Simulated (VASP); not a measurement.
## SiC: single point with PBE

Crystal: SiC.

```
Si C
1.0
     0.00000    2.10877    2.10877
     2.10877    0.00000    2.10877
     2.10877    2.10877    0.00000
Si C
1 1
Direct
  0.00000 0.00000 0.00000
  0.25000 0.25000 0.25000
```

```
Program             : VASP 6.6.1
Task                : single point
Functional          : PBE
Potentials or basis : VASP PAW PBE potentials, release 64 (Si, C)
Cutoff              : 600 eV
k mesh              : 16 × 16 × 16
Occupations         : gaussian, width 0.02 eV
Spin                : no spin polarisation
```

```json
{"Pressure": "29.7 GPa", "Band gap on the k mesh": "1.26 eV (least direct gap 4.63 eV)"}
```

Levels at points of the mesh, in eV from the valence-band top:
| k point | band 1 | band 2 | band 3 | band 4 | band 5 | band 6 | band 7 | band 8 |
| --- | --- | --- | --- | --- | --- | --- | --- | --- |
| (0.00, 0.00, 0.00) | -16.20 | 0.00 | 0.00 | 0.00 | 7.40 | 8.03 | 8.03 | 8.03 |
| (0.50, 0.00, 0.00) | -12.25 | -9.09 | -1.07 | -1.07 | 6.35 | 7.64 | 7.64 | 10.60 |
| (0.50, 0.50, 0.00) | -10.70 | -8.12 | -3.37 | -3.37 | 1.26 | 4.68 | 15.21 | 15.21 |

Wall time 21 s on 1 thread of Intel Xeon 8259CL, on a shared host, peak memory 0.16 GiB.

Caveat: the cell stands under pressure. A k mesh can miss the band edges.
